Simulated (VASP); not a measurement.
# LaS (Fm-3m) in VASP: a series of runs

The runs below take LaS through single point, relaxation of cell and atoms, with LDA.

Everything below comes from runs of VASP 6.6.1. Logs are shortened: lines on timing, memory, paths and dates and some standing lists are left out, and cuts for length are marked.

## (1) The cell of the first run

The structure is cubic, space group Fm-3m (No. 225). The conventional cell has a = 5.768 Å, b = 5.768 Å, c = 5.768 Å, α = 90.00°, β = 90.00°, γ = 90.00°. La (site symmetry m-3m) has 6 S at 2.88 Å within 3.8 Å. S (site symmetry m-3m) has 6 La at 2.88 Å within 3.8 Å.

## (2) Single point, LDA

Input file INCAR:

```
SYSTEM = LaS
PREC     = Accurate       ! precision mode
ENCUT    = 520            ! plane-wave cutoff, eV
EDIFF    = 1E-7           ! SCF threshold, eV
ISMEAR   = -1             ! smearing method
SIGMA    = 0.05           ! smearing width, eV
LREAL    = .False.        ! projectors in reciprocal space
LASPH    = .True.         ! aspherical terms in the spheres
NELM     = 100            ! most SCF steps
ALGO     = Normal         ! electronic algorithm
ISIF     = 2              ! what is computed and relaxed
LWAVE    = .False.        ! write WAVECAR
LCHARG   = .True.         ! write CHGCAR
LELF     = .True.         ! ELF
LVHAR    = .True.       
NBANDS   = 16             ! bands
```

Input file KPOINTS:

```
Automatic mesh
0
Gamma
  20 20 20
  0 0 0
```

Input file POSCAR:

```
LaS
1.0
    0.0000000000      2.8840753898      2.8840753898
    2.8840753898      0.0000000000      2.8840753898
    2.8840753898      2.8840753898      0.0000000000
La S
1 1
Direct
    0.0000000000      0.0000000000      0.0000000000
    0.5000000000      0.5000000000      0.5000000000
```

Potentials or basis: VASP PAW LDA potentials, release 64 (La, S).

Command:

```sh
cat potpaw_LDA.64/La/POTCAR potpaw_LDA.64/S/POTCAR > POTCAR
mpirun -np 1 vasp_std > vasp.out
```

OUTCAR:

```text
SYSTEM = LaS
   PREC = Accurate
   ENCUT = 520
   EDIFF = 1E-7
   ISMEAR = -1
   LREAL = .False.
   LASPH = .True.
   NELM = 100
   ISIF = 2

 ion  position               nearest neighbor table
   1  0.000  0.000  0.000-   2 2.88   2 2.88   2 2.88   2 2.88   2 2.88   2 2.88
   2  0.500  0.500  0.500-   1 2.88   1 2.88   1 2.88   1 2.88   1 2.88   1 2.88

  LATTYP: Found a face centered cubic cell.
 ALAT       =     5.7681507796

  Lattice vectors:

 A1 = (   0.0000000000,   2.8840753898,   2.8840753898)
 A2 = (   2.8840753898,   0.0000000000,   2.8840753898)
 A3 = (   2.8840753898,   2.8840753898,   0.0000000000)

Analysis of symmetry for initial positions (statically):
=====================================================================
 Subroutine PRICEL returns:
 Original cell was already a primitive cell.

 Routine SETGRP: Setting up the symmetry group for a
 face centered cubic supercell.

 Subroutine GETGRP returns: Found 48 space group operations
 (whereof 48 operations were pure point group operations)
 out of a pool of 48 trial point group operations.

The static configuration has the point symmetry O_h .

Analysis of symmetry for dynamics (positions and initial velocities):
=====================================================================
 Subroutine PRICEL returns:
 Original cell was already a primitive cell.

 Routine SETGRP: Setting up the symmetry group for a
 face centered cubic supercell.

 Subroutine GETGRP returns: Found 48 space group operations
 (whereof 48 operations were pure point group operations)
 out of a pool of 48 trial point group operations.

The dynamic configuration has the point symmetry O_h .

 Subroutine INISYM returns: Found 48 space group operations
 (whereof 48 operations are pure point group operations),
 and found     1 'primitive' translations

----------------------------------------------------------------------------------------

                                     Primitive cell

  volume of cell :      47.9788

  direct lattice vectors                    reciprocal lattice vectors
     0.000000000  2.884075390  2.884075390    -0.173365787  0.173365787  0.173365787
     2.884075390  0.000000000  2.884075390     0.173365787 -0.173365787  0.173365787
     2.884075390  2.884075390  0.000000000     0.173365787  0.173365787 -0.173365787

  length of vectors
     4.078698531  4.078698531  4.078698531     0.300278352  0.300278352  0.300278352

  position of ions in fractional coordinates (direct lattice)
     0.000000000  0.000000000  0.000000000
     0.500000000  0.500000000  0.500000000

  ion indices of the primitive-cell ions
   primitive index   ion index
                 1           1
                 2           2

----------------------------------------------------------------------------------------

 KPOINTS: Automatic mesh

Automatic generation of k-mesh.
 Grid dimensions read from file:
 generate k-points for:   20   20   20

 Generating k-lattice:

  Cartesian coordinates                     Fractional coordinates (reciprocal lattice)
    -0.008668289  0.008668289  0.008668289     0.050000000  0.000000000  0.000000000
     0.008668289 -0.008668289  0.008668289     0.000000000  0.050000000  0.000000000
     0.008668289  0.008668289 -0.008668289     0.000000000  0.000000000  0.050000000

  Length of vectors
     0.015013918  0.015013918  0.015013918

  Shift w.r.t. Gamma in fractional coordinates (k-lattice)
     0.000000000  0.000000000  0.000000000

 Subroutine IBZKPT returns following result:
 ===========================================

 Found    256 irreducible k-points:

 Following reciprocal coordinates:
            Coordinates               Weight
  0.000000  0.000000  0.000000      1.000000
  0.050000  0.000000  0.000000      8.000000
  0.100000  0.000000  0.000000      8.000000
  0.150000  0.000000  0.000000      8.000000
  0.200000  0.000000  0.000000      8.000000
  0.250000  0.000000  0.000000      8.000000
[... 16 lines left out ...]
 -0.400000  0.050000  0.000000     24.000000
 -0.350000  0.050000  0.000000     24.000000
 [... further k-points ...]
   k-points           NKPTS =    256   k-points in BZ     NKDIM =    256   number of bands    NBANDS=     16
   number of dos      NEDOS =    301   number of ions     NIONS =      2
   total plane-waves  NPLWV =  27000
   dimension x,y,z NGX =    30 NGY =   30 NGZ =   30
   dimension x,y,z NGXF=    60 NGYF=   60 NGZF=   60
   ions per type =               1   1
   NGX,Y,Z   is equivalent  to a cutoff of  12.23, 12.23, 12.23 a.u.
   NGXF,Y,Z  is equivalent  to a cutoff of  24.46, 24.46, 24.46 a.u.
 SYSTEM =  LaS
   PREC   = accura    normal or accurate (medium, high low for compatibility)
   ISTART =      0    job   : 0-new  1-cont  2-samecut
   ICHARG =      2    charge: 1-file 2-atom 10-const
   ISPIN  =      1    spin polarized calculation?
   LNONCOLLINEAR =      F non collinear calculations
   LSORBIT =      F    spin-orbit coupling
   LASPH  =      T    aspherical Exc in radial PAW
   ENCUT  =  520.0 eV  38.22 Ry    6.18 a.u.   7.58  7.58  7.58*2*pi/ulx,y,z
   NELM   =    100;   NELMIN=  2; NELMDL= -5     # of ELM steps
   EDIFF  = 0.1E-06   stopping-criterion for ELM
   LREAL  =      F    real-space projection
   EDIFFG = 0.1E-05   stopping-criterion for IOM
   NSW    =      0    number of steps for IOM
   IBRION =     -1    ionic relax: 0-MD 1-quasi-New 2-CG
   NFREE  =      0    steps in history (QN), initial steepest desc. (CG)
   ISIF   =      2    stress and relaxation
   ISYM   =      2    0-nonsym 1-usesym 2-fastsym
   POTIM  = 0.5000    time-step for ionic-motion
   TEBEG  =    0.0;   TEEND  =   0.0 temperature during run
   PSTRESS=    0.0 pullay stress
   NELECT =      17.0000    total number of electrons
   NUPDOWN=      -1.0000    fix difference up-down
   EMIN   =  10.00;   EMAX   =-10.00  energy-range for DOS
   EFERMI =   0.00;   METHOD = LEGACY
   ISMEAR =    -1;   SIGMA  =   0.05  broadening in eV -4-tet -1-fermi 0-gaus
   EFERMI_NEDOS =   21; number of points for ismear=-14 and -15
   IALGO  =     38    algorithm
   IMIX   =      4    mixing-type and parameters
     AMIX     =   0.40;   BMIX     =  1.00
     AMIX_MAG =   1.60;   BMIX_MAG =  1.00
  volume/ion in A,a.u.               =      23.99       161.89
  Fermi-wavevector in a.u.,A,eV,Ry     =   1.158443  2.189139 18.258873  1.341989
  Thomas-Fermi vector in A             =   2.295045
   LORBIT       =      0    0 simple, 1 ext, 2 COOP (PROOUT), +10 PAW based schemes
   GGA     = CA    functional components
   LHFCALC =     F    Hartree Fock is set to
   AEXX    =    0.0000 exact exchange contribution
   IVDW    =     0    specifies the selected vdW correction
   LEPSILON=     F    determine dielectric tensor
   LRPA    =     F    only Hartree local field effects (RPA)
 non-spin polarized calculation
  energy-cutoff  :      520.00
  volume of cell :       47.98
 maximum number of plane-waves:      1312
   NGX = 15   NGY = 15   NGZ = 15

 number of electron      17.0000001 magnetization

 Free energy of the ion-electron system (eV)
  ---------------------------------------------------
  ext. energy  EPLUGINS =         0.00000000
  ---------------------------------------------------
  free energy    TOTEN  =       -14.81669225 eV

  energy without entropy =      -14.80714257  energy(sigma->0) =      -14.81191741

 E-fermi :   9.1060     XC(G=0): -10.5272

 val. band max:        9.1012648293   @ k =   0.2000   0.0500   0.0000
 cond. band min:       9.1106950072   @ k =  -0.3500   0.3500   0.0500
 fundamental gap:      0.0094301779
 Fermi energy:         9.1060391254

 k-point     1 :       0.0000    0.0000    0.0000
  band No.  band energies     occupation
      1     -23.6330      2.00000
      2      -7.1660      2.00000
      3      -7.1660      2.00000
      4      -7.1660      2.00000
      5      -4.7220      2.00000
      6       5.9212      2.00000
[... 8 lines left out ...]
     15      10.9216      0.00000
     16      11.2584      0.00000

 k-point     2 :       0.0500    0.0000    0.0000
  band No.  band energies     occupation
      1     -23.6307      2.00000
      2      -7.2239      2.00000
      3      -7.1677      2.00000
      4      -7.1677      2.00000
      5      -4.6581      2.00000
      6       5.8245      2.00000
[... 8 lines left out ...]
     15      11.0279      0.00000
     16      11.2638      0.00000

 k-point     3 :       0.1000    0.0000    0.0000
  band No.  band energies     occupation
      1     -23.6238      2.00000
      2      -7.3778      2.00000
      3      -7.1725      2.00000
      4      -7.1725      2.00000
      5      -4.4863      2.00000
      6       5.5640      2.00000
[... 8 lines left out ...]
     15      11.2601      0.00000
     16      11.2953      0.00000

 k-point     4 :       0.1500    0.0000    0.0000
  band No.  band energies     occupation
      1     -23.6131      2.00000
      2      -7.5874      2.00000
      3      -7.1801      2.00000
      4      -7.1801      2.00000
      5      -4.2480      2.00000
      6       5.2028      2.00000
[... 8 lines left out ...]
     15      11.2620      0.00000
     16      11.3446      0.00000

 k-point     5 :       0.2000    0.0000    0.0000
  band No.  band energies     occupation
      1     -23.5995      2.00000
      2      -7.8166      2.00000
      3      -7.1895      2.00000
      4      -7.1895      2.00000
      5      -3.9810      2.00000
      6       4.8008      2.00000
[... 8 lines left out ...]
     15      11.2644      0.00000
     16      11.4199      0.00000

 k-point     6 :       0.2500    0.0000    0.0000
  band No.  band energies     occupation
      1     -23.5844      2.00000
      2      -8.0400      2.00000
      3      -7.1999      2.00000
      4      -7.1999      2.00000
      5      -3.7132      2.00000
      6       4.4016      2.00000
[... 8 lines left out ...]
     15      11.2671      0.00000
     16      11.5332      0.00000

 k-point     7 :       0.3000    0.0000    0.0000
  band No.  band energies     occupation
      1     -23.5692      2.00000
      2      -8.2406      2.00000
      3      -7.2102      2.00000
      4      -7.2102      2.00000
      5      -3.4651      2.00000
      6       4.0361      2.00000
[... 8 lines left out ...]
     15      11.2697      0.00000
     16      11.7037      0.00000

 k-point     8 :       0.3500    0.0000    0.0000
  band No.  band energies     occupation
      1     -23.5554      2.00000
      2      -8.4069      2.00000
      3      -7.2194      2.00000
      4      -7.2194      2.00000
      5      -3.2528      2.00000
      6       3.7269      2.00000
[... 8 lines left out ...]
     15      11.2721      0.00000
     16      11.9418      0.00000

 k-point     9 :       0.4000    0.0000    0.0000
  band No.  band energies     occupation
      1     -23.5444      2.00000
      2      -8.5309      2.00000
      3      -7.2267      2.00000
      4      -7.2267      2.00000
      5      -3.0897      2.00000
      6       3.4919      2.00000
[... 8 lines left out ...]
     15      11.2741      0.00000
     16      12.0376      0.00000
[... 172 lines left out ...]
 k-point    19 :       0.4000    0.0500    0.0000
  band No.  band energies     occupation
      1     -23.5465      2.00000
      2      -8.4825      2.00000
      3      -7.2421      2.00000
      4      -7.2295      2.00000
      5      -3.1651      2.00000
      6       3.5857      2.00000
[... 8 lines left out ...]
     15      11.2677      0.00000
     16      11.8689      0.00000

 k-point    20 :       0.4500    0.0500    0.0000
  band No.  band energies     occupation
      1     -23.5381      2.00000
      2      -8.5733      2.00000
      3      -7.2428      2.00000
      4      -7.2406      2.00000
      5      -3.0472      2.00000
      6       3.4243      2.00000
[... 8 lines left out ...]
     15      11.2685      0.00000
     16      12.0010      0.00000

 k-point    21 :       0.5000    0.0500    0.0000
  band No.  band energies     occupation
      1     -23.5341      2.00000
      2      -8.6154      2.00000
      3      -7.2493      2.00000
      4      -7.2397      2.00000
      5      -2.9912      2.00000
      6       3.3468      2.00000
[... 8 lines left out ...]
     15      11.2687      0.00000
     16      12.1000      0.00000

 k-point    22 :      -0.4500    0.0500    0.0000
  band No.  band energies     occupation
      1     -23.5349      2.00000
      2      -8.6070      2.00000
      3      -7.2548      2.00000
      4      -7.2332      2.00000
      5      -3.0011      2.00000
      6       3.3592      2.00000
[... 8 lines left out ...]
     15      11.2684      0.00000
     16      12.1052      0.00000

 k-point    23 :      -0.4000    0.0500    0.0000
  band No.  band energies     occupation
      1     -23.5405      2.00000
      2      -8.5486      2.00000
      3      -7.2566      2.00000
      4      -7.2238      2.00000
      5      -3.0764      2.00000
      6       3.4616      2.00000
[... 8 lines left out ...]
     15      11.2675      0.00000
     16      12.0306      0.00000

 k-point    24 :      -0.3500    0.0500    0.0000
  band No.  band energies     occupation
      1     -23.5502      2.00000
      2      -8.4426      2.00000
      3      -7.2544      2.00000
      4      -7.2125      2.00000
      5      -3.2118      2.00000
      6       3.6478      2.00000
[... 8 lines left out ...]
     15      11.2662      0.00000
     16      11.9358      0.00000

 [... further k-points ...]
[... 5 lines left out ...]
  --------------------------------------------------------------------------------------
  -------------------------------------------------------------------------------------
  Total       -0.0138711     -0.0138711     -0.0138711      0.0000000      0.0000000      0.0000000
  in kB       -0.4632021     -0.4632021     -0.4632021      0.0000000      0.0000000      0.0000000
  external PRESSURE =      -0.4632021 kB  Pullay stress =       0.0000000 kB

 VOLUME and BASIS-vectors are now :
 -----------------------------------------------------------------------------
  energy-cutoff  :      520.00
  volume of cell :       47.98
      direct lattice vectors                 reciprocal lattice vectors
     0.000000000  2.884075390  2.884075390    -0.173365787  0.173365787  0.173365787
     2.884075390  0.000000000  2.884075390     0.173365787 -0.173365787  0.173365787
     2.884075390  2.884075390  0.000000000     0.173365787  0.173365787 -0.173365787

 POSITION                                       TOTAL-FORCE (eV/Angst)
 -----------------------------------------------------------------------------------
      0.00000      0.00000      0.00000         0.000000      0.000000      0.000000
      2.88408      2.88408      2.88408        -0.000000      0.000000     -0.000000
 -----------------------------------------------------------------------------------
    total drift:                               -0.000000      0.000000      0.000000

  FREE ENERGIE OF THE ION-ELECTRON SYSTEM (eV)
  ---------------------------------------------------
  free  energy   TOTEN  =       -14.8166922519 eV

  energy  without entropy=      -14.8071425658  energy(sigma->0) =      -14.81191741
```

It took 86 s on 1 thread of Intel Xeon 6975P-C (Granite Rapids), shared host; peak memory 0.34 GiB.

Results:

```yaml
Free_energy: -14.8167 eV
Pressure: 0.0 GPa
Band_gap_on_the_k_mesh: zero (an odd number of electrons rules out a gap without spin polarisation)
```

Caveat: spin-orbit coupling is left out, which moves the levels of the heavy elements.

## (3) Relaxation of cell and atoms, LDA

This run uses another cell than the first one, of 25.03 Å³/atom.

Input file INCAR:

```
SYSTEM = LaS
PREC = Accurate
ENCUT = 600
EDIFF = 1E-6
ISMEAR = -1
SIGMA = 0.05
LREAL = .False.
LASPH = .True.
NELM = 100
ALGO = Normal
ISIF = 3
LWAVE = .False.
LCHARG = .False.
IBRION = 2
NSW = 80
EDIFFG = -0.005
```

Input file KPOINTS:

```
regular mesh
0
Gamma
  20 20 20
  0 0 0
```

Input file POSCAR:

```
LaS
1.0
    0.0000000000      2.9250000000      2.9250000000
    2.9250000000      0.0000000000      2.9250000000
    2.9250000000      2.9250000000      0.0000000000
La S
1 1
Direct
    0.0000000000      0.0000000000      0.0000000000
    0.5000000000      0.5000000000      0.5000000000
```

Potentials or basis: VASP PAW LDA potentials, release 64 (La, S).

Command:

```sh
cat potpaw_LDA.64/La/POTCAR potpaw_LDA.64/S/POTCAR > POTCAR
mpirun -np 1 vasp_std > vasp.out
```

It took 4.4 min on 1 thread of Intel Xeon 6975P-C (Granite Rapids), shared host; peak memory 0.4 GiB.

It converged, with:

```
Free energy                           : -14.8172 eV
Relaxed volume                        : 23.99 Å³/atom
Relaxed cell                          : a = 4.079 Å, b = 4.079 Å, c = 4.079 Å, α = 60.00°, β = 60.00°, γ = 60.00°
Space group after relaxing (to 0.1 Å) : Fm-3m (No. 225)
Energy gained by relaxing             : 12.4 meV/atom
Ionic steps                           : 5
Pressure after relaxing               : 0.0 GPa
Band gap on the k mesh                : zero (an odd number of electrons rules out a gap without spin polarisation)
```

The path:
| step | energy change (eV) | largest force (eV/Å) | pressure (GPa) | volume (Å³) |
| --- | --- | --- | --- | --- |
| 1 | 0.0000 | 0.0000 | -3.67 | 50.05 |
| 2 | 0.0007 | 0.0000 | 4.34 | 46.01 |
| 3 | -0.0248 | 0.0000 | -0.04 | 47.98 |
| 4 | -0.0248 | 0.0000 | 0.04 | 47.94 |
| 5 | -0.0248 | 0.0000 | -0.02 | 47.98 |

Final structure:
```
La S
1.0
     0.00000    2.88418    2.88418
     2.88418    0.00000    2.88418
     2.88418    2.88418    0.00000
La S
1 1
Direct
  0.00000 0.00000 0.00000
  0.50000 0.50000 0.50000
```

Levels at points of the mesh, in eV from the Fermi level:
| k point | band 4 | band 5 | band 6 | band 7 | band 8 | band 9 | band 10 | band 11 | band 12 |
| --- | --- | --- | --- | --- | --- | --- | --- | --- | --- |
| (0.00, 0.00, 0.00) | -16.27 | -13.83 | -3.18 | -3.18 | -3.18 | 0.19 | 0.19 | 0.19 | 1.23 |
| (0.50, 0.00, 0.00) | -16.34 | -12.06 | -5.81 | -4.78 | -4.78 | 1.17 | 1.56 | 1.56 | 1.95 |
| (0.50, 0.50, 0.00) | -16.60 | -13.74 | -3.47 | -3.18 | -3.18 | -1.97 | 1.77 | 1.77 | 1.91 |

Caveat: spin-orbit coupling is left out, which moves the levels of the heavy elements.
